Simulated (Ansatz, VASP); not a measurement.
**One calculation of SnO2, two programs**

```
CELL_PARAMETERS angstrom
4.82530 -0.00019 -0.00003
-0.00019 4.83060 -0.00006
-0.00002 -0.00004 3.23833
ATOMIC_POSITIONS crystal
Sn 0.99999 0.00000 0.00000
Sn 0.50000 0.50000 0.50000
O 0.30645 0.30671 0.99999
O 0.19354 0.80672 0.50000
O 0.69356 0.69328 0.00000
O 0.80646 0.19329 0.50000
```

Change from the starting cell: all atoms moved at random, sigma 0.05 Å a component; relaxed back.

Alike in both runs: functional PBE; k mesh 6 × 6 × 8; occupations gaussian, width 0.05 eV; no spin polarisation.

Ansatz relaxed the structure, and its values are those at the end. VASP's run is a single point on that final structure, the one shown.

|  | VASP | Ansatz |
| --- | --- | --- |
| version | VASP 6.6.1 | Ansatz 0.2.0 |
| potentials or method | VASP PAW PBE potentials, release 64 (Sn_d, O), cutoff 600 eV | scalar-relativistic, plane waves, PAW |
| valence electrons in the cell | 52 | 52 |

```tsv
	VASP	Ansatz	Ansatz less VASP
gap on the k mesh at the Fermi level (eV)	0.67	0.68	+0.011
least direct gap on the mesh (eV)	0.67	0.68	+0.011
pressure (GPa)	0.4	0.0	-0.43
rms of the force components (eV/Å)	0.008	0.000	-0.0073
```
